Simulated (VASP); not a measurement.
Write the native input for VASP 6.6.1 that does the following.

```
Task                   : single point
Functional             : PBEsol
Potentials or basis    : VASP PAW PBE potentials, release 64 (Ru_pv)
Cutoff                 : 520 eV
k mesh                 : 18 × 18 × 10
Occupations            : gaussian, width 0.1 eV
Spin                   : no spin polarisation
Dipole correction      : no
Further INCAR settings : ALGO = Normal; EDIFF = 1e-07; NBANDS = 21
```

The structure of Ru lies in POSCAR:

```
Ru
1.0
    2.6894812013      0.0000000000      0.0000000000
   -1.3447406006      2.3291590433      0.0000000000
    0.0000000000      0.0000000000      4.2519430485
Ru
2
Direct
    0.3333333333      0.6666666667      0.2500000000
    0.6666666667      0.3333333333      0.7500000000
```

These files were run (other wordings do the same):

INCAR

```
SYSTEM = Ru
PREC = Accurate ; ENCUT = 520
EDIFF = 1E-7 ; ISMEAR = 0
SIGMA = 0.1 ; LREAL = .False.
LASPH = .True. ; NELM = 100
ALGO = Normal ; ISIF = 2
LWAVE = .False. ; LCHARG = .False.
GGA = PS ; NBANDS = 21
```

KPOINTS

```
Automatic mesh
0
Gamma
  18 18 10
  0 0 0
```

Potentials or basis: VASP PAW PBE potentials, release 64 (Ru_pv).

The run is started by

```bash
$ cat potpaw_PBE.64/Ru_pv/POTCAR > POTCAR
$ mpirun -np 1 vasp_std > vasp.out
```

It gave:

* Pressure: -0.1 GPa
* Band gap on the k mesh: zero (band 14 reaches 14.58 eV, above the bottom of band 15 at 11.36 eV)

Caveat: the PAW data sets were made with another functional, which shifts forces and pressure a little.

Run time: 33 s on 1 thread of Intel(R) Xeon(R) 6975P-C (Granite Rapids), with other jobs on the host, peak memory 0.2 GiB.
